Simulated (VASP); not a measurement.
# ScAl2P3 (P-4m2) in VASP: notebook

The runs below take ScAl2P3 through single point, relaxation of cell and atoms, with PBE.

Program: VASP 6.6.1. These are calculated values, not measurements. Logs are shortened: lines on timing, memory, paths and dates and some standing lists are left out, and cuts for length are marked.

## 1. The cell of the first run

Symmetry: P-4m2, No. 115, tetragonal system. Conventional cell: a = 3.624 Å, b = 3.624 Å, c = 7.682 Å, α = 90.00°, β = 90.00°, γ = 90.00°. Within 3.4 Å of Sc (site symmetry -4m2) lie 8 P at 2.56 to 3.07 Å and 4 Al at 3.24 Å. Al (site symmetry 2mm) has 7 P at 2.52 to 3.24 Å and 2 Sc at 3.24 Å within 3.3 Å. P (site symmetry 2mm) has 5 Al at 2.52 to 2.57 Å and 2 Sc at 3.07 Å and 2 P at 3.07 Å within 3.3 Å. P (site symmetry -4m2) has 4 Sc at 2.56 Å and 4 P at 3.07 Å and 4 Al at 3.24 Å within 3.4 Å.

## 2. Single point, PBE

File INCAR:

```
PREC = Accurate ; ENCUT = 520
EDIFF = 1E-6 ; ISMEAR = 0
SIGMA = 0.1 ; LREAL = F
LASPH = T ; NELM = 80
ALGO = Normal ; ISIF = 2
LWAVE = F ; LCHARG = F
GGA = PE ; NBANDS = 25
```

File KPOINTS:

```
regular mesh
0
Gamma
  6 6 2
```

File POSCAR:

```
ScAl2P3
1.0
    3.6241442575      0.0000000000      0.0000000000
    0.0000000000      3.6241442575      0.0000000000
    0.0000000000      0.0000000000      7.6821826395
Sc Al P
1 2 3
Direct
    0.0000000000      0.0000000000      0.0000000000
    0.0000000000      0.5000000000      0.6500807708
    0.5000000000      0.0000000000      0.3499192292
    0.0000000000      0.5000000000      0.3225716504
    0.5000000000      0.0000000000      0.6774283496
    0.5000000000      0.5000000000      0.0000000000
```

Potentials or basis: VASP PAW PBE potentials, release 64 (Sc_sv, Al, P).

The run is started by

```bash
$ cat potpaw_PBE.64/Sc_sv/POTCAR potpaw_PBE.64/Al/POTCAR potpaw_PBE.64/P/POTCAR > POTCAR
$ mpirun -np 1 vasp_std > vasp.out
```

OUTCAR:

```text
PREC = Accurate
   ENCUT = 520
   EDIFF = 1E-6
   ISMEAR = 0
   LREAL = F
   LASPH = T
   NELM = 80
   ISIF = 2
   GGA = PE

 ion  position               nearest neighbor table
   1  0.000  0.000  0.000-   6 2.56   6 2.56   6 2.56   6 2.56   5 3.07   5 3.07   4 3.07   4 3.07
                             3 3.24   2 3.24   3 3.24   2 3.24
   2  0.000  0.500  0.650-   4 2.52   5 2.57   5 2.57   5 2.57   5 2.57   1 3.24   1 3.24
   3  0.500  0.000  0.350-   5 2.52   4 2.57   4 2.57   4 2.57   4 2.57   1 3.24   1 3.24
   4  0.000  0.500  0.323-   2 2.52   3 2.57   3 2.57   3 2.57   3 2.57   1 3.07   1 3.07
   5  0.500  0.000  0.677-   3 2.52   2 2.57   2 2.57   2 2.57   2 2.57   1 3.07   1 3.07
   6  0.500  0.500  0.000-   1 2.56   1 2.56   1 2.56   1 2.56

  LATTYP: Found a simple tetragonal cell.
 ALAT       =     3.6241442575
 C/A-ratio  =     2.1197231936

  Lattice vectors:

 A1 = (   3.6241442575,   0.0000000000,   0.0000000000)
 A2 = (   0.0000000000,   3.6241442575,   0.0000000000)
 A3 = (   0.0000000000,   0.0000000000,   7.6821826395)

Analysis of symmetry for initial positions (statically):
=====================================================================
 Subroutine PRICEL returns:
 Original cell was already a primitive cell.

 Routine SETGRP: Setting up the symmetry group for a
 simple tetragonal supercell.

 Subroutine GETGRP returns: Found  8 space group operations
 (whereof  8 operations were pure point group operations)
 out of a pool of 16 trial point group operations.

The static configuration has the point symmetry D_2d.

Analysis of symmetry for dynamics (positions and initial velocities):
=====================================================================
 Subroutine PRICEL returns:
 Original cell was already a primitive cell.

 Routine SETGRP: Setting up the symmetry group for a
 simple tetragonal supercell.

 Subroutine GETGRP returns: Found  8 space group operations
 (whereof  8 operations were pure point group operations)
 out of a pool of 16 trial point group operations.

The dynamic configuration has the point symmetry D_2d.

 Subroutine INISYM returns: Found  8 space group operations
 (whereof  8 operations are pure point group operations),
 and found     1 'primitive' translations

----------------------------------------------------------------------------------------

                                     Primitive cell

  volume of cell :     100.9010

  direct lattice vectors                    reciprocal lattice vectors
     3.624144257  0.000000000  0.000000000     0.275927206  0.000000000  0.000000000
     0.000000000  3.624144257  0.000000000     0.000000000  0.275927206  0.000000000
     0.000000000  0.000000000  7.682182639     0.000000000  0.000000000  0.130171339

  length of vectors
     3.624144257  3.624144257  7.682182639     0.275927206  0.275927206  0.130171339

  position of ions in fractional coordinates (direct lattice)
     0.000000000  0.000000000  0.000000000
     0.000000000  0.500000000  0.650080771
     0.500000000  0.000000000  0.349919229
     0.000000000  0.500000000  0.322571650
     0.500000000  0.000000000  0.677428350
     0.500000000  0.500000000  0.000000000

  ion indices of the primitive-cell ions
   primitive index   ion index
                 1           1
                 2           2
                 3           3
                 4           4
                 5           5
                 6           6

----------------------------------------------------------------------------------------

 KPOINTS: regular mesh

Automatic generation of k-mesh.
 Grid dimensions read from file:
 generate k-points for:    6    6    2

 Generating k-lattice:

  Cartesian coordinates                     Fractional coordinates (reciprocal lattice)
     0.045987868  0.000000000  0.000000000     0.166666667  0.000000000  0.000000000
     0.000000000  0.045987868  0.000000000     0.000000000  0.166666667  0.000000000
     0.000000000  0.000000000  0.065085669     0.000000000  0.000000000  0.500000000

  Length of vectors
     0.045987868  0.045987868  0.065085669

  Shift w.r.t. Gamma in fractional coordinates (k-lattice)
     0.000000000  0.000000000  0.000000000

 Subroutine IBZKPT returns following result:
 ===========================================

 Found     20 irreducible k-points:

 Following reciprocal coordinates:
            Coordinates               Weight
  0.000000  0.000000  0.000000      1.000000
  0.166667  0.000000  0.000000      4.000000
  0.333333  0.000000  0.000000      4.000000
  0.500000  0.000000  0.000000      2.000000
  0.166667  0.166667  0.000000      4.000000
  0.333333  0.166667  0.000000      8.000000
[... 12 lines left out ...]
  0.500000  0.333333  0.500000      4.000000
  0.500000  0.500000  0.500000      1.000000
   k-points           NKPTS =     20   k-points in BZ     NKDIM =     20   number of bands    NBANDS=     25
   number of dos      NEDOS =    301   number of ions     NIONS =      6
   total plane-waves  NPLWV =  47040
   dimension x,y,z NGX =    28 NGY =   28 NGZ =   60
   dimension x,y,z NGXF=    56 NGYF=   56 NGZF=  120
   ions per type =               1   2   3
   NGX,Y,Z   is equivalent  to a cutoff of  12.84, 12.84, 12.98 a.u.
   NGXF,Y,Z  is equivalent  to a cutoff of  25.69, 25.69, 25.97 a.u.
 SYSTEM =  unknown system
   PREC   = accura    normal or accurate (medium, high low for compatibility)
   ISTART =      0    job   : 0-new  1-cont  2-samecut
   ICHARG =      2    charge: 1-file 2-atom 10-const
   ISPIN  =      1    spin polarized calculation?
   LNONCOLLINEAR =      F non collinear calculations
   LSORBIT =      F    spin-orbit coupling
   LASPH  =      T    aspherical Exc in radial PAW
   ENCUT  =  520.0 eV  38.22 Ry    6.18 a.u.   6.74  6.74 14.28*2*pi/ulx,y,z
   NELM   =     80;   NELMIN=  2; NELMDL= -5     # of ELM steps
   EDIFF  = 0.1E-05   stopping-criterion for ELM
   LREAL  =      F    real-space projection
   EDIFFG = 0.1E-04   stopping-criterion for IOM
   NSW    =      0    number of steps for IOM
   IBRION =     -1    ionic relax: 0-MD 1-quasi-New 2-CG
   NFREE  =      0    steps in history (QN), initial steepest desc. (CG)
   ISIF   =      2    stress and relaxation
   ISYM   =      2    0-nonsym 1-usesym 2-fastsym
   POTIM  = 0.5000    time-step for ionic-motion
   TEBEG  =    0.0;   TEEND  =   0.0 temperature during run
   PSTRESS=    0.0 pullay stress
   NELECT =      32.0000    total number of electrons
   NUPDOWN=      -1.0000    fix difference up-down
   EMIN   =  10.00;   EMAX   =-10.00  energy-range for DOS
   EFERMI =   0.00;   METHOD = LEGACY
   ISMEAR =     0;   SIGMA  =   0.10  broadening in eV -4-tet -1-fermi 0-gaus
   EFERMI_NEDOS =   21; number of points for ismear=-14 and -15
   IALGO  =     38    algorithm
   IMIX   =      4    mixing-type and parameters
     AMIX     =   0.40;   BMIX     =  1.00
     AMIX_MAG =   1.60;   BMIX_MAG =  1.00
  volume/ion in A,a.u.               =      16.82       113.49
  Fermi-wavevector in a.u.,A,eV,Ry     =   1.116417  2.109722 16.958112  1.246386
  Thomas-Fermi vector in A             =   2.253030
   LORBIT       =      0    0 simple, 1 ext, 2 COOP (PROOUT), +10 PAW based schemes
   GGA     = PE    functional components
   LHFCALC =     F    Hartree Fock is set to
   AEXX    =    0.0000 exact exchange contribution
   IVDW    =     0    specifies the selected vdW correction
   LEPSILON=     F    determine dielectric tensor
   LRPA    =     F    only Hartree local field effects (RPA)
 non-spin polarized calculation
 Gauss-broadening in eV      SIGMA  =   0.10
  energy-cutoff  :      520.00
  volume of cell :      100.90
 maximum number of plane-waves:      2760
 NGX is ok and might be reduce to    28
   NGX = 13   NGY = 13   NGZ = 29

 number of electron      31.9999998 magnetization

 Free energy of the ion-electron system (eV)
  ---------------------------------------------------
  ext. energy  EPLUGINS =         0.00000000
  ---------------------------------------------------
  free energy    TOTEN  =       -32.65830502 eV

  energy without entropy =      -32.64339850  energy(sigma->0) =      -32.65085176

 E-fermi :   7.6404     XC(G=0): -10.5958

 val. band max:        7.6338405477   @ k =   0.3333   0.0000   0.5000
 cond. band min:       7.6482557604   @ k =   0.3333   0.3333   0.5000
 fundamental gap:      0.0144152127
 Fermi energy:         7.6403839869

 k-point     1 :       0.0000    0.0000    0.0000
  band No.  band energies     occupation
      1     -41.9150      2.00000
      2     -20.6947      2.00000
      3     -20.5045      2.00000
      4     -20.5045      2.00000
      5      -5.6923      2.00000
      6      -3.8870      2.00000
[... 17 lines left out ...]
     24      10.9588      0.00000
     25      11.4141      0.00000

 k-point     2 :       0.1667    0.0000    0.0000
  band No.  band energies     occupation
      1     -41.9134      2.00000
      2     -20.6921      2.00000
      3     -20.5327      2.00000
      4     -20.5014      2.00000
      5      -5.4239      2.00000
      6      -3.6964      2.00000
[... 17 lines left out ...]
     24      11.3147      0.00000
     25      11.9765      0.00000

 k-point     3 :       0.3333    0.0000    0.0000
  band No.  band energies     occupation
      1     -41.9101      2.00000
      2     -20.6868      2.00000
      3     -20.5885      2.00000
      4     -20.4952      2.00000
      5      -4.6743      2.00000
      6      -3.3319      2.00000
[... 440 lines left out ...]
 k-point    19 :       0.5000    0.3333    0.5000
  band No.  band energies     occupation
      1     -41.9038      2.00000
      2     -20.6769      2.00000
      3     -20.5975      2.00000
      4     -20.5667      2.00000
      5      -3.0365      2.00000
      6      -2.8029      2.00000
[... 17 lines left out ...]
     24      11.6455      0.00000
     25      12.1268      0.00000

 k-point    20 :       0.5000    0.5000    0.5000
  band No.  band energies     occupation
      1     -41.9023      2.00000
      2     -20.6745      2.00000
      3     -20.5913      2.00000
      4     -20.5913      2.00000
      5      -2.5104      2.00000
      6      -2.4688      2.00000
[... 17 lines left out ...]
     24      11.1591      0.00000
     25      11.4214      0.00000

------------------------ aborting loop because EDIFF is reached ----------------------------------------

  FORCE on cell =-STRESS in cart. coord.  units (eV):
  Direction    XX          YY          ZZ          XY          YZ          ZX
  --------------------------------------------------------------------------------------
  -------------------------------------------------------------------------------------
  Total       -0.1011816     -0.1011816     -0.2361673      0.0000000      0.0000000      0.0000000
  in kB       -1.6066318     -1.6066318     -3.7500304      0.0000000      0.0000000      0.0000000
  external PRESSURE =      -2.3210980 kB  Pullay stress =       0.0000000 kB

 VOLUME and BASIS-vectors are now :
 -----------------------------------------------------------------------------
  energy-cutoff  :      520.00
  volume of cell :      100.90
      direct lattice vectors                 reciprocal lattice vectors
     3.624144257  0.000000000  0.000000000     0.275927206  0.000000000  0.000000000
     0.000000000  3.624144257  0.000000000     0.000000000  0.275927206  0.000000000
     0.000000000  0.000000000  7.682182639     0.000000000  0.000000000  0.130171339

 POSITION                                       TOTAL-FORCE (eV/Angst)
 -----------------------------------------------------------------------------------
      0.00000      0.00000      0.00000        -0.000000      0.000000      0.000000
      0.00000      1.81207      4.99404         0.000000      0.000000     -0.004072
      1.81207      0.00000      2.68814         0.000000      0.000000      0.004072
      0.00000      1.81207      2.47805         0.000000     -0.000000     -0.000594
      1.81207      0.00000      5.20413         0.000000      0.000000      0.000594
      1.81207      1.81207      0.00000         0.000000      0.000000      0.000000
 -----------------------------------------------------------------------------------
    total drift:                               -0.000000      0.000000     -0.000000

  FREE ENERGIE OF THE ION-ELECTRON SYSTEM (eV)
  ---------------------------------------------------
  free  energy   TOTEN  =       -32.6583050247 eV

  energy  without entropy=      -32.6433984981  energy(sigma->0) =      -32.65085176
```

It took 21 s on 1 thread of Intel Xeon 6975P-C (Granite Rapids), shared host; peak memory 0.22 GiB.

Results:

```yaml
Free_energy: -32.6583 eV
Pressure: -0.2 GPa
Largest_force: 0.004 eV/Å
Band_gap_on_the_k_mesh: zero (band 16 reaches 8.33 eV, above the bottom of band 17 at 5.85 eV)
```

Forces on the atoms (eV/Å):
```
Sc   0.000  0.000  0.000
Al   0.000  0.000 -0.004
Al   0.000  0.000  0.004
P    0.000  0.000 -0.001
P    0.000  0.000  0.001
P    0.000  0.000  0.000
```

Stress tensor (GPa, compression positive):
```
-0.16  0.00  0.00
 0.00 -0.16  0.00
 0.00  0.00 -0.38
```

Caveat: the k points lie up to 0.41 Å⁻¹ apart.

## 3. Single point, PBE

This run uses another cell than the first one, of 18.51 Å³/atom, 1.101 times its volume.

File INCAR:

```
SYSTEM = ScAl2P3
PREC = Accurate
ENCUT = 520
EDIFF = 1E-7
ISMEAR = 0
SIGMA = 0.1
LREAL = .False.
LASPH = .True.
NELM = 60
ALGO = Normal
ISIF = 2
LWAVE = .False.
LCHARG = .True.
GGA = PE
LELF = .True.
LVHAR = .True.
NBANDS = 25
```

File KPOINTS:

```
Automatic mesh
0
Gamma
  6 6 2
  0 0 0
```

File POSCAR:

```
ScAl2P3
1.0
    3.6939289400      0.0000000000      0.0000000000
    0.0000000000      3.6939289400      0.0000000000
    0.0000000000      0.0000000000      8.1380722700
Sc Al P
1 2 3
Direct
    0.0000000000      0.0000000000      0.0000000000
    0.0000000000      0.5000000000      0.7315000300
    0.5000000000      0.0000000000      0.2684999700
    0.0000000000      0.5000000000      0.3835000100
    0.5000000000      0.0000000000      0.6164999900
    0.5000000000      0.5000000000      0.0000000000
```

Potentials or basis: VASP PAW PBE potentials, release 64 (Sc_sv, Al, P).

The run is started by

```bash
$ cat potpaw_PBE.64/Sc_sv/POTCAR potpaw_PBE.64/Al/POTCAR potpaw_PBE.64/P/POTCAR > POTCAR
$ mpirun -np 1 vasp_std > vasp.out
```

Wall time 32 s (1 thread of Intel Xeon 6975P-C (Granite Rapids), shared host); peak memory 0.23 GiB.

It converged, with:

- Free energy: -30.8027 eV
- Pressure: -6.8 GPa
- Largest force: 1.956 eV/Å
- Band gap on the k mesh: zero (band 16 reaches 7.01 eV, above the bottom of band 17 at 4.79 eV)

Forces in eV/Å, atoms in the order of the input:
```
Sc   0.000  0.000  0.000
Al   0.000  0.000 -1.956
Al   0.000  0.000  1.956
P    0.000  0.000 -0.711
P    0.000  0.000  0.711
P    0.000  0.000  0.000
```

Stress tensor (GPa, compression positive):
```
-6.70  0.00  0.00
 0.00 -6.70  0.00
 0.00  0.00 -6.90
```

Levels at points of the mesh, in eV from the Fermi level:
```csv
k point,band 12,band 13,band 14,band 15,band 16,band 17,band 18,band 19,band 20,band 21
"(0.00, 0.00, 0.00)",-1.54,-0.99,-0.84,-0.84,-0.50,-0.50,-0.19,1.33,1.81,1.81
"(0.50, 0.00, 0.00)",-2.69,-1.72,-1.26,-0.21,-0.05,0.41,1.35,2.17,2.37,2.68
"(0.50, 0.50, 0.00)",-3.98,-3.33,-3.33,-3.11,-0.32,0.11,0.18,0.18,1.33,1.33
"(0.00, 0.00, 0.50)",-1.87,-1.46,-1.46,-0.26,0.44,0.45,0.45,1.23,1.23,1.33
"(0.50, 0.00, 0.50)",-2.78,-2.45,-0.26,-0.10,0.40,0.41,1.55,1.94,2.29,2.73
"(0.50, 0.50, 0.50)",-3.48,-2.58,-2.30,-2.30,-1.90,-1.59,-1.59,1.77,1.84,2.62
```

Caveat: the k points lie up to 0.39 Å⁻¹ apart; forces of over 1 eV/Å act on the atoms, so gaps and moduli don't describe the material at rest.

## 4. Single point, PBE

This run uses another cell than the first one, of 16.91 Å³/atom, 1.005 times its volume.

File INCAR:

```
  ALGO = Normal
  EDIFF = 1E-6
  ENCUT = 520
  GGA = PE
  ISIF = 2
  ISMEAR = 0
  LASPH = T
  LCHARG = T
  LELF = T
  LREAL = F
  LVHAR = T
  LWAVE = F
  NBANDS = 25
  NELM = 100
  PREC = Accurate
  SIGMA = 0.1
```

File KPOINTS:

```
k-points
0
Gamma
  10 10 6
```

File POSCAR:

```
ScAl2P3
1.0
    3.6093850331      0.0000000000      0.0000000000
    0.0000000000      3.6093850331      0.0000000000
    0.0000000000      0.0000000000      7.7858827643
Sc Al P
1 2 3
Direct
    0.0000000000      0.0000000000      0.0000000000
    0.0000000000      0.5000000000      0.6479346793
    0.5000000000      0.0000000000      0.3520653207
    0.0000000000      0.5000000000      0.3254076603
    0.5000000000      0.0000000000      0.6745923397
    0.5000000000      0.5000000000      0.0000000000
```

The run is started by

```bash
$ cat potpaw_PBE.64/Sc_sv/POTCAR potpaw_PBE.64/Al/POTCAR potpaw_PBE.64/P/POTCAR > POTCAR
$ mpirun -np 1 vasp_std > vasp.out
```

Run time: 94 s. Hardware: 1 thread of Intel Xeon 6975P-C (Granite Rapids), shared host; peak memory 0.33 GiB.

Results (log left out):

| Quantity | Value |
| --- | --- |
| Free energy | -32.6417 eV |
| Pressure | 0.0 GPa |
| Largest force | 0.007 eV/Å |
| Band gap on the k mesh | zero (band 16 reaches 8.18 eV, above the bottom of band 17 at 5.71 eV) |

Forces on the atoms (eV/Å):
```
Sc   0.000  0.000  0.000
Al   0.000  0.000 -0.007
Al   0.000  0.000  0.007
P    0.000  0.000  0.002
P    0.000  0.000 -0.002
P    0.000  0.000  0.000
```

Levels at points of the mesh, in eV from the Fermi level:
| k point | band 14 | band 15 | band 16 | band 17 | band 18 | band 19 |
| --- | --- | --- | --- | --- | --- | --- |
| (0.00, 0.00, 0.00) | -1.57 | -0.39 | -0.20 | -0.20 | 0.31 | 1.50 |
| (0.50, 0.00, 0.00) | -1.53 | -1.12 | -0.71 | 1.35 | 1.72 | 2.34 |
| (0.50, 0.50, 0.00) | -3.81 | -3.81 | 0.16 | 0.65 | 0.65 | 0.77 |
| (0.00, 0.00, 0.50) | -1.69 | 0.13 | 0.20 | 0.30 | 0.30 | 1.50 |
| (0.50, 0.00, 0.50) | -1.15 | -0.79 | 0.63 | 1.10 | 2.10 | 2.17 |
| (0.50, 0.50, 0.50) | -2.30 | -2.30 | -1.74 | -1.74 | -1.23 | 2.33 |

(Part 1 of 2 ends here.)
